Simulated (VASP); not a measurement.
Crystal: I.

```
I
1.0
     0.00000    2.36560    3.90984
     2.19225    0.00000    3.90984
     2.19225    2.36560    0.00000
I
1
Direct
  0.00000 0.00000 0.00000
```

- Program: VASP 6.6.1
- Task: relaxation of cell and atoms
- Functional: RPBE
- Potentials or basis: VASP PAW PBE potentials, release 64 (I)
- Cutoff: 600 eV
- k mesh: 9 × 9 × 9
- Occupations: fermi-dirac, width 0.05 eV
- Spin: no spin polarisation

At the start: pressure 1.8 GPa; volume 40.55 Å³/atom.

Problem. Where does the relaxation end?

Solution. Over 21 steps the energy falls by 77.4 meV/atom and the volume is 60.46 Å³/atom (+49.1 %); space group Fmmm (No. 69, to 0.1 Å) before, I4/mmm (No. 139, to 0.1 Å).

Step by step:
```csv
step,energy change (eV),largest force (eV/Å),pressure (GPa),volume (Å³)
1,0.0000,0.0000,1.79,40.55
2,-0.0185,0.0000,0.35,43.27
3,-0.0202,0.0000,-0.19,44.64
4,-0.0361,0.0000,-0.16,46.17
5,-0.0648,0.0000,0.00,50.66
6,-0.0748,0.0000,0.45,59.19
7,-0.0642,0.0000,-0.78,68.39
8,-0.0770,0.0000,0.01,61.76
9,-0.0770,0.0000,0.01,61.68
10,-0.0765,0.0000,0.24,60.43
11,-0.0770,0.0000,0.04,61.57
12,-0.0770,0.0000,0.03,61.62
13,-0.0772,0.0000,0.01,61.39
14,-0.0774,0.0000,-0.05,60.70
15,-0.0774,0.0000,0.03,60.20
16,-0.0774,0.0000,0.02,60.37
17,-0.0774,0.0000,0.00,60.50
18,-0.0774,0.0000,-0.02,60.53
19,-0.0774,0.0000,-0.02,60.51
20,-0.0774,0.0000,-0.03,60.50
21,-0.0774,0.0000,0.01,60.46
```

Final structure:
```
CELL_PARAMETERS angstrom
0.00000 2.31225 5.62617
2.32365 0.00000 5.62617
2.32365 2.31225 0.00000
ATOMIC_POSITIONS crystal
I 0.00000 0.00000 0.00000
```

Caveat: the volume moved by over 15 % at a fixed basis, so the end points are rough; the PAW data sets were made with another functional, which shifts forces and pressure a little; an odd number of electrons without spin polarisation forces a metal; a magnetic or distorted state may lie lower.
